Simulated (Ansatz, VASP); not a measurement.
# Two plane-wave programs on AlRu

The input INCAR:

```
SYSTEM = AlRu
PREC = Accurate
ENCUT = 500
EDIFF = 1E-6
ISMEAR = 0
SIGMA = 0.1
LREAL = .FALSE.
LASPH = .TRUE.
NELM = 120
ALGO = Normal
ISIF = 2
LWAVE = .FALSE.
LCHARG = .FALSE.
GGA = PS
NBANDS = 16
GGA_COMPAT = .FALSE.
```

KPOINTS

```
regular mesh
0
G
  6 6 6
  0 0 0
```

POSCAR

```
AlRu
1.0
    2.9824954400      0.0000000000      0.0000000000
    0.0000000000      2.9824954400      0.0000000000
    0.0000000000      0.0000000000      2.9824954400
Al Ru
1 1
Direct
    0.0000000000      0.0000000000      0.0000000000
    0.5000000000      0.5000000000      0.5000000000
```

Input for Ansatz:

```yaml
crystal:
  lattice:
    - [2.98249544, 0.0, 0.0]
    - [0.0, 2.98249544, 0.0]
    - [0.0, 0.0, 2.98249544]
  atoms:
    - { symbol: Al, position: [0.0, 0.0, 0.0] }
    - { symbol: Ru, position: [0.5, 0.5, 0.5] }
basis:
  ecutwfc: 420
kpoints:
  mp_grid: { grid: [6, 6, 6] }
hamiltonian:
  xc: pbesol
  pseudopotentials: { kind: paw, azcp: { folder: soft_1 } }
scf:
  occupations: { method: gaussian, width: 0.1 }
output:
  forces: true
  stress: true
  eigenvalues: true
```

Alike in both runs: task single point; functional PBEsol; k mesh 6 × 6 × 6; occupations gaussian, width 0.1 eV; no spin polarisation.

|  | VASP | Ansatz |
| --- | --- | --- |
| version | VASP 6.6.1 | Ansatz 0.2.0 |
| potentials or method | VASP PAW PBE potentials, release 64 (Al, Ru_pv), cutoff 500 eV | scalar-relativistic, plane waves, PAW |
| valence electrons in the cell | 17 | 19 |

```csv
,VASP,Ansatz,Ansatz less VASP
gap on the k mesh at the Fermi level (eV),none,none,-
pressure (GPa),-1.4,-1.5,-0.10
```

VASP's potentials were made for PBE, not for PBEsol, and Ansatz warns of the same on its side. A gap of «none» marks a metal or a gap that the smearing closes. VASP's potentials hold 17 valence electrons a cell and Ansatz's 19, so a difference there can come from the potentials and not from the codes.
